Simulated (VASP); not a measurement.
# LiEu2CrCl6 (Fm-3m) in VASP: notebook

LiEu2CrCl6 is run at these levels: PBE; tasks: single point.

All numbers are computed with VASP 6.6.1; they aren't measurements. Logs are shortened: lines on timing, memory, paths and dates and some standing lists are left out, and cuts for length are marked.

## Step 1: The cell of the first run

Symmetry: Fm-3m, No. 225, cubic system. Conventional cell: a = 9.731 Å, b = 9.731 Å, c = 9.731 Å, α = 90.00°, β = 90.00°, γ = 90.00°. Within 4.5 Å of Eu (site symmetry -43m) lie 12 Cl at 3.45 Å and 4 Li at 4.21 Å and 4 Cr at 4.21 Å. Within 3.4 Å of Li (site symmetry m-3m) lie 6 Cl at 2.61 Å. Cr (site symmetry m-3m) has 6 Cl at 2.25 Å within 3.0 Å. Within 3.0 Å of Cl (site symmetry 4mm) lie 1 Cr at 2.25 Å and 1 Li at 2.61 Å.

## Step 2: Single point, PBE, collinear spin, ferrimagnetic start

File INCAR:

```
SYSTEM = LiEu2CrCl6
PREC = Accurate
ENCUT = 520
EDIFF = 1E-7
ISMEAR = -1
SIGMA = 0.1
LREAL = .False.
LASPH = .True.
NELM = 150
ALGO = Normal
ISIF = 2
LWAVE = .False.
LCHARG = .False.
ISPIN = 2
MAGMOM = 7.75 7.75 0 -1.44 -0.01 -0.01 -0.01 -0.01 -0.01 -0.01
LORBIT = 11
LMAXMIX = 6
GGA = PE
NBANDS = 60
```

File KPOINTS:

```
regular mesh
0
Gamma
  4 4 4
  0 0 0
```

File POSCAR:

```
LiEu2CrCl6
1.0
    0.0000000000      4.8654998900      4.8654998900
    4.8654998900      0.0000000000      4.8654998900
    4.8654998900      4.8654998900      0.0000000000
Eu Li Cr Cl
2 1 1 6
Direct
    0.2500000000      0.2500000000      0.2500000000
    0.7500000000      0.7500000000      0.7500000000
    0.5000000000      0.5000000000      0.5000000000
    0.0000000000      0.0000000000      0.0000000000
    0.2313500000      0.7686500000      0.7686500000
    0.7686500000      0.2313500000      0.7686500000
    0.7686500000      0.2313500000      0.2313500000
    0.2313500000      0.7686500000      0.2313500000
    0.7686500000      0.7686500000      0.2313500000
    0.2313500000      0.2313500000      0.7686500000
```

Potentials or basis: VASP PAW PBE potentials, release 64 (Eu, Li_sv, Cr_pv, Cl).

Run with:

```console
cat potpaw_PBE.64/Eu/POTCAR potpaw_PBE.64/Li_sv/POTCAR potpaw_PBE.64/Cr_pv/POTCAR potpaw_PBE.64/Cl/POTCAR > POTCAR
mpirun -np 1 vasp_std > vasp.out
```

OUTCAR:

```text
SYSTEM = LiEu2CrCl6
   PREC = Accurate
   ENCUT = 520
   EDIFF = 1E-7
   ISMEAR = -1
   LREAL = .False.
   LASPH = .True.
   NELM = 150
   ISIF = 2
   ISPIN = 2
   LORBIT = 11
   GGA = PE

 ion  position               nearest neighbor table
   1  0.250  0.250  0.250-
   2  0.750  0.750  0.750-
   3  0.500  0.500  0.500-   5 2.61   6 2.61   7 2.61   8 2.61   9 2.61  10 2.61
   4  0.000  0.000  0.000-   5 2.25   6 2.25   7 2.25   8 2.25   9 2.25  10 2.25
   5  0.231  0.769  0.769-   4 2.25   3 2.61
   6  0.769  0.231  0.769-   4 2.25   3 2.61
   7  0.769  0.231  0.231-   4 2.25   3 2.61
   8  0.231  0.769  0.231-   4 2.25   3 2.61
   9  0.769  0.769  0.231-   4 2.25   3 2.61
  10  0.231  0.231  0.769-   4 2.25   3 2.61

  LATTYP: Found a face centered cubic cell.
 ALAT       =     9.7309997800

  Lattice vectors:

 A1 = (   0.0000000000,   4.8654998900,   4.8654998900)
 A2 = (   4.8654998900,   0.0000000000,   4.8654998900)
 A3 = (   4.8654998900,   4.8654998900,   0.0000000000)

Analysis of symmetry for initial positions (statically):
=====================================================================
 Subroutine PRICEL returns:
 Original cell was already a primitive cell.

 Routine SETGRP: Setting up the symmetry group for a
 face centered cubic supercell.

 Subroutine GETGRP returns: Found 48 space group operations
 (whereof 48 operations were pure point group operations)
 out of a pool of 48 trial point group operations.

The static configuration has the point symmetry O_h .

Analysis of symmetry for dynamics (positions and initial velocities):
=====================================================================
 Subroutine PRICEL returns:
 Original cell was already a primitive cell.

 Routine SETGRP: Setting up the symmetry group for a
 face centered cubic supercell.

 Subroutine GETGRP returns: Found 48 space group operations
 (whereof 48 operations were pure point group operations)
 out of a pool of 48 trial point group operations.

The dynamic configuration has the point symmetry O_h .

Analysis of structural, dynamic, and magnetic symmetry:
=====================================================================
 Subroutine PRICEL returns:
 Original cell was already a primitive cell.
[... 154 lines left out ...]

 E-fermi :   5.7255     XC(G=0):  -9.2174

 val. band max:        5.7149905999   @ k =   0.2500   0.2500   0.0000
 cond. band min:       5.7853844702   @ k =   0.2500   0.2500   0.0000
 fundamental gap:      0.0703938703
 Fermi energy:         5.7254729772

 spin component 1

 k-point     1 :       0.0000    0.0000    0.0000
  band No.  band energies     occupation
      1     -43.1715      1.00000
      2     -37.3658      1.00000
      3     -37.3645      1.00000
      4     -36.8583      1.00000
      5     -36.8582      1.00000
      6     -36.8582      1.00000
[... 469 lines left out ...]
     56       6.9570      0.00000
     57       6.9600      0.00000
 Fermi energy:         5.7254729772

 spin component 2

 k-point     1 :       0.0000    0.0000    0.0000
  band No.  band energies     occupation
      1     -43.1703      1.00000
      2     -38.2652      1.00000
      3     -38.2651      1.00000
      4     -38.2651      1.00000
      5     -34.1635      1.00000
      6     -34.1616      1.00000
[... 469 lines left out ...]
     56       9.1001      0.00000
     57       9.1221      0.00000
 [bands above 57 left out]

------------------------ aborting loop because EDIFF is reached ----------------------------------------

  FORCE on cell =-STRESS in cart. coord.  units (eV):
  Direction    XX          YY          ZZ          XY          YZ          ZX
  --------------------------------------------------------------------------------------
  -------------------------------------------------------------------------------------
  Total        1.5685233      1.5685233      1.5685233      0.0000000      0.0000000     -0.0000000
  in kB       10.9091057     10.9091057     10.9091057      0.0000000      0.0000000     -0.0000000
  external PRESSURE =      10.9091057 kB  Pullay stress =       0.0000000 kB

 VOLUME and BASIS-vectors are now :
 -----------------------------------------------------------------------------
  energy-cutoff  :      520.00
  volume of cell :      230.36
      direct lattice vectors                 reciprocal lattice vectors
     0.000000000  4.865499890  4.865499890    -0.102764364  0.102764364  0.102764364
     4.865499890  0.000000000  4.865499890     0.102764364 -0.102764364  0.102764364
     4.865499890  4.865499890  0.000000000     0.102764364  0.102764364 -0.102764364

 POSITION                                       TOTAL-FORCE (eV/Angst)
 -----------------------------------------------------------------------------------
      2.43275      2.43275      2.43275        -0.000000      0.000000     -0.000000
      7.29825      7.29825      7.29825        -0.000000      0.000000     -0.000000
      4.86550      4.86550      4.86550        -0.000000      0.000000     -0.000000
      0.00000      0.00000      0.00000        -0.000000      0.000000     -0.000000
      7.47973      4.86550      4.86550        -1.591154      0.000000     -0.000000
      4.86550      7.47973      4.86550        -0.000000     -1.591154     -0.000000
      2.25127      4.86550      4.86550         1.591154      0.000000     -0.000000
      4.86550      2.25127      4.86550        -0.000000      1.591154     -0.000000
      4.86550      4.86550      7.47973        -0.000000      0.000000     -1.591154
      4.86550      4.86550      2.25127        -0.000000      0.000000      1.591154
 -----------------------------------------------------------------------------------
    total drift:                                0.000000      0.000000      0.000000

  FREE ENERGIE OF THE ION-ELECTRON SYSTEM (eV)
  ---------------------------------------------------
  free  energy   TOTEN  =       -59.1688891826 eV

  energy  without entropy=      -58.9989081859  energy(sigma->0) =      -59.08389868

 total charge

# of ion       s       p       d       f       tot
--------------------------------------------------
    1        2.020   5.746   0.157   6.828  14.751
    2        2.020   5.746   0.157   6.828  14.751
    3        2.002   0.028   0.000   0.000   2.029
    4        0.257   6.297   4.459   0.000  11.012
    5        1.597   3.551   0.000   0.000   5.148
    6        1.597   3.551   0.000   0.000   5.148
    7        1.597   3.551   0.000   0.000   5.148
    8        1.597   3.551   0.000   0.000   5.148
    9        1.597   3.551   0.000   0.000   5.148
   10        1.597   3.551   0.000   0.000   5.148
--------------------------------------------------
tot         15.880  39.126   4.774  13.656  73.435

 magnetization (x)

# of ion       s       p       d       f       tot
--------------------------------------------------
    1       -0.005  -0.124   0.083   6.818   6.772
    2       -0.005  -0.124   0.083   6.818   6.772
    3        0.000   0.000   0.000   0.000   0.000
    4       -0.008  -0.012  -1.445   0.000  -1.465
    5        0.003  -0.016   0.000   0.000  -0.013
    6        0.003  -0.016   0.000   0.000  -0.013
    7        0.003  -0.016   0.000   0.000  -0.013
    8        0.003  -0.016   0.000   0.000  -0.013
    9        0.003  -0.016   0.000   0.000  -0.013
   10        0.003  -0.016   0.000   0.000  -0.013
--------------------------------------------------
tot         -0.002  -0.355  -1.280  13.636  12.000
```

OSZICAR:

```text
N       E                     dE             d eps       ncg     rms          rms(c)
DAV:   1     0.999749429651E+03    0.99975E+03   -0.35988E+04  2940   0.519E+03
DAV:   2     0.210669707905E+03   -0.78908E+03   -0.73929E+03  3048   0.889E+02
DAV:   3    -0.202050277119E+02   -0.23087E+03   -0.20928E+03  3060   0.262E+02
[... 21 lines left out ...]
DAV:  25    -0.591688881999E+02    0.94323E-06   -0.76612E-06  3248   0.255E-02    0.102E-01
DAV:  26    -0.591688889632E+02   -0.76331E-06   -0.26068E-06  2856   0.788E-03    0.123E-02
DAV:  27    -0.591688890198E+02   -0.56589E-07   -0.15569E-06  2360   0.139E-02    0.857E-03
DAV:  28    -0.591688891266E+02   -0.10683E-06   -0.17274E-06  2848   0.116E-02    0.373E-03
DAV:  29    -0.591688891826E+02   -0.56029E-07   -0.41922E-07  1784   0.434E-03
   1 F= -.59168889E+02 E0= -.59083899E+02  d E =-.169981E+00  mag=    12.9384
```

Wall time 11 min (1 thread of Intel Xeon Platinum 8488C (Sapphire Rapids), shared host); peak memory 0.63 GiB.

What came out:

```yaml
Free_energy: -59.1689 eV
Largest_force: 1.591 eV/Å
Net_moment: 12.94 μB per cell
Site_moments: Eu +6.77; Li +0.00; Cr -1.47; Cl -0.01 μB
Valence_electrons_inside_the_program's_atomic_spheres: Eu 14.75; Li 2.03; Cr 11.01; Cl 5.15
```

Forces in eV/Å, atoms in the order of the input:
```
Eu   0.000  0.000  0.000
Eu   0.000  0.000  0.000
Li   0.000  0.000  0.000
Cr   0.000  0.000  0.000
Cl  -1.591  0.000  0.000
Cl   0.000 -1.591  0.000
Cl   1.591  0.000  0.000
Cl   0.000  1.591  0.000
Cl   0.000  0.000 -1.591
Cl   0.000  0.000  1.591
```

Caveat: the cutoff is under 1.25 times the usual one of these potentials, so pressure, stress and relaxed cells hold a basis-set (Pulay) error; spin-orbit coupling is left out, which moves the levels of the heavy elements; semilocal functionals describe open f shells poorly, which spoils levels, moments and volumes; forces of over 1 eV/Å act on the atoms, so gaps and moduli don't describe the material at rest. With open d or f shells a metallic result of PBE can be an artefact of self-interaction; +U or a hybrid may open a gap.

## Step 3: Single point, PBE, collinear spin, ferrimagnetic start

File INCAR:

```
  ALGO = Normal
  EDIFF = 1E-6
  ENCUT = 520
  GGA = PE
  ISIF = 2
  ISMEAR = -1
  ISPIN = 2
  LASPH = T
  LCHARG = F
  LMAXMIX = 6
  LORBIT = 11
  LREAL = F
  LWAVE = F
  MAGMOM = 7 -7 0 3 0 0 0 0 0 0
  NBANDS = 60
  NELM = 150
  PREC = Accurate
  SIGMA = 0.1
```

File KPOINTS:

```
k-points
0
Gamma
  4 4 4
```

POSCAR is that of step 2.

Potentials or basis: VASP PAW PBE potentials, release 64 (Eu, Li_sv, Cr_pv, Cl).

Run with:

```console
cat potpaw_PBE.64/Eu/POTCAR potpaw_PBE.64/Li_sv/POTCAR potpaw_PBE.64/Cr_pv/POTCAR potpaw_PBE.64/Cl/POTCAR > POTCAR
mpirun -np 1 vasp_std > vasp.out
```

It took 14 min on 1 thread of Intel Xeon Platinum 8488C (Sapphire Rapids), shared host; peak memory 0.62 GiB.

Results (log left out):

```
Free energy                                           : -59.1004 eV
Largest force                                         : 1.593 eV/Å
Net moment                                            : 1.32 μB per cell
Site moments                                          : Eu +6.72, -6.76; Li -0.00; Cr +1.36; Cl +0.00 μB
Valence electrons inside the program's atomic spheres : Eu 14.74, 14.75; Li 2.03; Cr 11.02; Cl 5.15
```

Forces on the atoms (eV/Å):
```
Eu   0.000  0.000  0.000
Eu   0.000  0.000  0.000
Li   0.000  0.000  0.000
Cr   0.000  0.000  0.000
Cl  -1.593  0.000  0.000
Cl   0.000 -1.593  0.000
Cl   1.593  0.000  0.000
Cl   0.000  1.593  0.000
Cl   0.000  0.000 -1.593
Cl   0.000  0.000  1.593
```

Levels at points of the mesh, in eV from the Fermi level:
Spin up:
```csv
k point,band 43,band 44,band 45,band 46,band 47,band 48,band 49,band 50
"(0.00, 0.00, 0.00)",-1.45,-1.36,-1.36,-1.36,-0.69,-0.10,-0.10,0.56
"(0.50, 0.00, 0.00)",-1.45,-1.29,-1.17,-1.17,0.44,0.73,0.73,0.78
"(0.50, 0.50, 0.00)",-1.49,-1.37,-0.93,-0.93,0.24,0.80,0.96,1.21
```
Spin down:
```
           k point  band 41  band 42  band 43  band 44  band 45  band 46  band 47  band 48  band 49  band 50
(0.00, 0.00, 0.00)    -1.33    -1.33    -1.33    -0.71    -0.32    -0.32    -0.32    -0.13    -0.13     0.49
(0.50, 0.00, 0.00)    -1.38    -1.38    -1.33    -0.21    -0.09    -0.09     0.51     0.94     0.94     1.05
(0.50, 0.50, 0.00)    -1.39    -1.37    -1.37    -0.30     0.35     0.35     0.71     0.82     1.05     1.21
```

Caveat: the cutoff is under 1.25 times the usual one of these potentials, so pressure, stress and relaxed cells hold a basis-set (Pulay) error; spin-orbit coupling is left out, which moves the levels of the heavy elements; semilocal functionals describe open f shells poorly, which spoils levels, moments and volumes; forces of over 1 eV/Å act on the atoms, so gaps and moduli don't describe the material at rest.
